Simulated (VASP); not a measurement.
# As3Pb (I4/mmm) in VASP: a series of runs

The runs below take As3Pb through single point, with PBE.

All numbers are computed with VASP 6.6.1; they aren't measurements. Logs are shortened: lines on timing, memory, paths and dates and some standing lists are left out, and cuts for length are marked.

### 1 The cell of the first run

The structure is tetragonal, space group I4/mmm (No. 139). The conventional cell has a = 4.377 Å, b = 4.377 Å, c = 9.777 Å, α = 90.00°, β = 90.00°, γ = 90.00°. Within 4.1 Å of As (site symmetry 4/mmm) lie 4 Pb at 3.09 Å and 8 As at 3.28 Å. Within 4.1 Å of As (site symmetry -4m2) lie 8 As at 3.09 to 3.28 Å and 4 Pb at 3.28 Å. Pb (site symmetry 4/mmm) has 12 As at 3.09 to 3.28 Å within 4.1 Å.

### 2 Single point, PBE

Contents of INCAR:

```
SYSTEM = As3Pb
  ALGO = Normal
  EDIFF = 1E-6
  ENCUT = 520
  GGA = PE
  ISIF = 2
  ISMEAR = 0
  LASPH = .True.
  LCHARG = .True.
  LELF = .True.
  LREAL = .False.
  LVHAR = .True.
  LWAVE = .False.
  NBANDS = 22
  NELM = 60
  PREC = Accurate
  SIGMA = 0.1
```

Contents of KPOINTS:

```
k-points
0
Gamma
  6 6 6
  0 0 0
```

Contents of POSCAR:

```
As3Pb
1.0
   -2.1883937135      2.1883937135      4.8883599835
    2.1883937135     -2.1883937135      4.8883599835
    2.1883937135      2.1883937135     -4.8883599835
As Pb
3 1
Direct
    0.5000000000      0.5000000000      0.0000000000
    0.2500000000      0.7500000000      0.5000000000
    0.7500000000      0.2500000000      0.5000000000
    0.0000000000      0.0000000000      0.0000000000
```

Potentials or basis: VASP PAW PBE potentials, release 64 (As, Pb_d).

Launch:

```bash
> cat potpaw_PBE.64/As/POTCAR potpaw_PBE.64/Pb_d/POTCAR > POTCAR
> mpirun -np 1 vasp_std > vasp.out
```

OUTCAR:

```text
SYSTEM = As3Pb
   EDIFF = 1E-6
   ENCUT = 520
   GGA = PE
   ISIF = 2
   ISMEAR = 0
   LASPH = .True.
   LREAL = .False.
   NELM = 60
   PREC = Accurate

 ion  position               nearest neighbor table
   1  0.500  0.500  0.000-   4 3.09   4 3.09   4 3.09   4 3.09
   2  0.250  0.750  0.500-   4 3.28   4 3.28   4 3.28   4 3.28
   3  0.750  0.250  0.500-   4 3.28   4 3.28   4 3.28   4 3.28
   4  0.000  0.000  0.000-   1 3.09   1 3.09   1 3.09   1 3.09   3 3.28   2 3.28   3 3.28   2 3.28
                             3 3.28   3 3.28   2 3.28   2 3.28

  LATTYP: Found a body centered tetragonal cell.
 ALAT       =     4.3767874270
 C/A-ratio  =     2.2337662338

  Lattice vectors:

 A1 = (  -2.1883937135,   2.1883937135,   4.8883599835)
 A2 = (   2.1883937135,  -2.1883937135,   4.8883599835)
 A3 = (   2.1883937135,   2.1883937135,  -4.8883599835)

Analysis of symmetry for initial positions (statically):
=====================================================================
 Subroutine PRICEL returns:
 Original cell was already a primitive cell.

 Routine SETGRP: Setting up the symmetry group for a
 body centered tetragonal supercell.

 Subroutine GETGRP returns: Found 16 space group operations
 (whereof 16 operations were pure point group operations)
 out of a pool of 16 trial point group operations.

The static configuration has the point symmetry D_4h.

Analysis of symmetry for dynamics (positions and initial velocities):
=====================================================================
 Subroutine PRICEL returns:
 Original cell was already a primitive cell.

 Routine SETGRP: Setting up the symmetry group for a
 body centered tetragonal supercell.

 Subroutine GETGRP returns: Found 16 space group operations
 (whereof 16 operations were pure point group operations)
 out of a pool of 16 trial point group operations.

The dynamic configuration has the point symmetry D_4h.

 Subroutine INISYM returns: Found 16 space group operations
 (whereof 16 operations are pure point group operations),
 and found     1 'primitive' translations

----------------------------------------------------------------------------------------

                                     Primitive cell

  volume of cell :      93.6427
[... 89 lines left out ...]
   LSORBIT =      F    spin-orbit coupling
   LASPH  =      T    aspherical Exc in radial PAW
   ENCUT  =  520.0 eV  38.22 Ry    6.18 a.u.  10.76 10.76 10.76*2*pi/ulx,y,z
   NELM   =     60;   NELMIN=  2; NELMDL= -5     # of ELM steps
   EDIFF  = 0.1E-05   stopping-criterion for ELM
   LREAL  =      F    real-space projection
   EDIFFG = 0.1E-04   stopping-criterion for IOM
   NSW    =      0    number of steps for IOM
   IBRION =     -1    ionic relax: 0-MD 1-quasi-New 2-CG
   NFREE  =      0    steps in history (QN), initial steepest desc. (CG)
   ISIF   =      2    stress and relaxation
   ISYM   =      2    0-nonsym 1-usesym 2-fastsym
   POTIM  = 0.5000    time-step for ionic-motion
   TEBEG  =    0.0;   TEEND  =   0.0 temperature during run
   PSTRESS=    0.0 pullay stress
   NELECT =      29.0000    total number of electrons
   NUPDOWN=      -1.0000    fix difference up-down
   EMIN   =  10.00;   EMAX   =-10.00  energy-range for DOS
   EFERMI =   0.00;   METHOD = LEGACY
   ISMEAR =     0;   SIGMA  =   0.10  broadening in eV -4-tet -1-fermi 0-gaus
   EFERMI_NEDOS =   21; number of points for ismear=-14 and -15
   IALGO  =     38    algorithm
   IMIX   =      4    mixing-type and parameters
     AMIX     =   0.40;   BMIX     =  1.00
     AMIX_MAG =   1.60;   BMIX_MAG =  1.00
  volume/ion in A,a.u.               =      23.41       157.98
  Fermi-wavevector in a.u.,A,eV,Ry     =   1.107600  2.093060 16.691313  1.226777
  Thomas-Fermi vector in A             =   2.244116
   LORBIT       =      0    0 simple, 1 ext, 2 COOP (PROOUT), +10 PAW based schemes
   GGA     = PE    functional components
   LHFCALC =     F    Hartree Fock is set to
   AEXX    =    0.0000 exact exchange contribution
   IVDW    =     0    specifies the selected vdW correction
   LEPSILON=     F    determine dielectric tensor
   LRPA    =     F    only Hartree local field effects (RPA)
 non-spin polarized calculation
 Gauss-broadening in eV      SIGMA  =   0.10
  energy-cutoff  :      520.00
  volume of cell :       93.64
 maximum number of plane-waves:      2546
 NGX is ok and might be reduce to    48
   NGX = 21   NGY = 21   NGZ = 21

 number of electron      28.9999999 magnetization

 Free energy of the ion-electron system (eV)
  ---------------------------------------------------
  ext. energy  EPLUGINS =         0.00000000
  ---------------------------------------------------
  free energy    TOTEN  =       -15.85384662 eV

  energy without entropy =      -15.83723010  energy(sigma->0) =      -15.84553836

 E-fermi :   5.8463     XC(G=0): -10.2713

 val. band max:        5.8345500747   @ k =  -0.1667   0.5000   0.1667
 cond. band min:       5.8678891715   @ k =   0.3333   0.0000  -0.0000
 fundamental gap:      0.0333390968
 Fermi energy:         5.8462809404

 k-point     1 :       0.0000    0.0000    0.0000
  band No.  band energies     occupation
      1     -11.0097      2.00000
      2     -10.9692      2.00000
      3     -10.9692      2.00000
      4     -10.9681      2.00000
      5     -10.9487      2.00000
      6      -7.6210      2.00000
[... 589 lines left out ...]
     21      11.1464      0.00000
     22      11.8486      0.00000

 [... further k-points ...]

------------------------ aborting loop because EDIFF is reached ----------------------------------------

  FORCE on cell =-STRESS in cart. coord.  units (eV):
  Direction    XX          YY          ZZ          XY          YZ          ZX
  --------------------------------------------------------------------------------------
  -------------------------------------------------------------------------------------
  Total       -1.0248424     -1.0248424     -0.5617283      0.0000000      0.0000000      0.0000000
  in kB      -17.5345082    -17.5345082     -9.6108713      0.0000000      0.0000000      0.0000000
  external PRESSURE =     -14.8932959 kB  Pullay stress =       0.0000000 kB

 VOLUME and BASIS-vectors are now :
 -----------------------------------------------------------------------------
  energy-cutoff  :      520.00
  volume of cell :       93.64
      direct lattice vectors                 reciprocal lattice vectors
    -2.188393714  2.188393714  4.888359984     0.000000000  0.228478083  0.102283793
     2.188393714 -2.188393714  4.888359984     0.228478083  0.000000000  0.102283793
     2.188393714  2.188393714 -4.888359984     0.228478083  0.228478083  0.000000000

 POSITION                                       TOTAL-FORCE (eV/Angst)
 -----------------------------------------------------------------------------------
      0.00000      0.00000      4.88836        -0.000000      0.000000      0.000000
      2.18839      0.00000      2.44418        -0.000000      0.000000     -0.000000
      0.00000      2.18839      2.44418         0.000000     -0.000000      0.000000
      0.00000      0.00000      0.00000        -0.000000      0.000000      0.000000
 -----------------------------------------------------------------------------------
    total drift:                                0.000000     -0.000000     -0.000000

  FREE ENERGIE OF THE ION-ELECTRON SYSTEM (eV)
  ---------------------------------------------------
  free  energy   TOTEN  =       -15.8538466182 eV

  energy  without entropy=      -15.8372301047  energy(sigma->0) =      -15.84553836
```

stdout:

```text
POSCAR found type information on POSCAR AsPb
 POSCAR found :  2 types and       4 ions
 scaLAPACK will be used
 LDA part: xc-table for (Slater+PW92), standard interpolation
 POSCAR, INCAR and KPOINTS ok, starting setup
 FFT: planning ... GRIDC
 FFT: planning ... GRID_SOFT
 FFT: planning ... GRID
 WAVECAR not read
 entering main loop
```

Run time: 96 s. Hardware: 1 thread of Intel Xeon Platinum 8488C (Sapphire Rapids), shared host; peak memory 0.34 GiB.

What came out:

* Free energy: -15.8538 eV
* Pressure: -1.5 GPa
* Band gap on the k mesh: zero (an odd number of electrons rules out a gap without spin polarisation)

Levels at points of the mesh, in eV from the Fermi level:
```
           k point  band 13  band 14  band 15  band 16  band 17  band 18
(0.00, 0.00, 0.00)    -2.39    -2.39    -0.66    -0.01     1.84     1.84
(0.50, 0.00, 0.00)    -1.60    -0.70    -0.15     0.15     0.48     1.69
(0.50, 0.50, 0.00)    -2.95    -1.36    -0.81     2.22     3.71     3.75
(0.50, 0.50, 0.50)    -0.13    -0.13     0.09     0.24     2.51     2.51
```

Caveat: spin-orbit coupling is left out, which moves the levels of the heavy elements.

### 3 Single point, PBE

This run uses another cell than the first one, of 23.01 Å³/atom.

Contents of INCAR:

```
PREC = Accurate ; ENCUT = 520
EDIFF = 1E-6 ; ISMEAR = 0
SIGMA = 0.1 ; LREAL = F
LASPH = T ; NELM = 100
ALGO = Normal ; ISIF = 2
LWAVE = F ; LCHARG = F
GGA = PE ; NBANDS = 22
```

Contents of KPOINTS:

```
Automatic mesh
0
Gamma
  16 16 16
```

Contents of POSCAR:

```
As3Pb
1.0
   -2.0751117076      2.0751117076      5.3426825897
    2.0751117076     -2.0751117076      5.3426825897
    2.0751117076      2.0751117076     -5.3426825897
As Pb
3 1
Direct
    0.5000000000      0.5000000000      0.0000000000
    0.2500000000      0.7500000000      0.5000000000
    0.7500000000      0.2500000000      0.5000000000
    0.0000000000      0.0000000000      0.0000000000
```

Potentials or basis: VASP PAW PBE potentials, release 64 (As, Pb_d).

Launch:

```bash
> cat potpaw_PBE.64/As/POTCAR potpaw_PBE.64/Pb_d/POTCAR > POTCAR
> mpirun -np 1 vasp_std > vasp.out
```

OUTCAR:

```text
PREC = Accurate
   ENCUT = 520
   EDIFF = 1E-6
   ISMEAR = 0
   LREAL = F
   LASPH = T
   NELM = 100
   ISIF = 2
   GGA = PE

 ion  position               nearest neighbor table
   1  0.500  0.500  0.000-   4 2.93   4 2.93   4 2.93   4 2.93
   2  0.250  0.750  0.500-   4 3.38   4 3.38   4 3.38   4 3.38
   3  0.750  0.250  0.500-   4 3.38   4 3.38   4 3.38   4 3.38
   4  0.000  0.000  0.000-   1 2.93   1 2.93   1 2.93   1 2.93   3 3.38   2 3.38   3 3.38   2 3.38
                             3 3.38   3 3.38   2 3.38   2 3.38

[... 801 lines left out ...]
  Direction    XX          YY          ZZ          XY          YZ          ZX
  --------------------------------------------------------------------------------------
  -------------------------------------------------------------------------------------
  Total        0.0144802      0.0144802      0.0142465      0.0000000     -0.0000000      0.0000000
  in kB        0.2521050      0.2521050      0.2480363      0.0000000     -0.0000000      0.0000000
  external PRESSURE =       0.2507488 kB  Pullay stress =       0.0000000 kB

 VOLUME and BASIS-vectors are now :
 -----------------------------------------------------------------------------
  energy-cutoff  :      520.00
  volume of cell :       92.02
      direct lattice vectors                 reciprocal lattice vectors
    -2.075111708  2.075111708  5.342682590     0.000000000  0.240950884  0.093585945
     2.075111708 -2.075111708  5.342682590     0.240950884  0.000000000  0.093585945
     2.075111708  2.075111708 -5.342682590     0.240950884  0.240950884  0.000000000

 POSITION                                       TOTAL-FORCE (eV/Angst)
 -----------------------------------------------------------------------------------
      0.00000      0.00000      5.34268         0.000000      0.000000      0.000000
      2.07511     -0.00000      2.67134        -0.000000     -0.000000      0.000000
     -0.00000      2.07511      2.67134         0.000000     -0.000000     -0.000000
      0.00000      0.00000      0.00000         0.000000      0.000000      0.000000
 -----------------------------------------------------------------------------------
    total drift:                                0.000000     -0.000000      0.000000

  FREE ENERGIE OF THE ION-ELECTRON SYSTEM (eV)
  ---------------------------------------------------
  free  energy   TOTEN  =       -15.9728672368 eV

  energy  without entropy=      -15.9616881776  energy(sigma->0) =      -15.96727771
```

stdout:

```text
POSCAR found type information on POSCAR AsPb
 POSCAR found :  2 types and       4 ions
 scaLAPACK will be used
 LDA part: xc-table for (Slater+PW92), standard interpolation
 POSCAR, INCAR and KPOINTS ok, starting setup
 FFT: planning ... GRIDC
 FFT: planning ... GRID_SOFT
 FFT: planning ... GRID
 WAVECAR not read
 entering main loop
```

Wall time 15 min (1 thread of Intel Xeon Platinum 8488C (Sapphire Rapids), shared host); peak memory 0.82 GiB.

What came out:

- Free energy: -15.9729 eV
- Pressure: 0.0 GPa
- Band gap on the k mesh: zero (an odd number of electrons rules out a gap without spin polarisation)

Caveat: spin-orbit coupling is left out, which moves the levels of the heavy elements.

The gap in the log of VASP goes by the Fermi energy; the results here count the filled bands.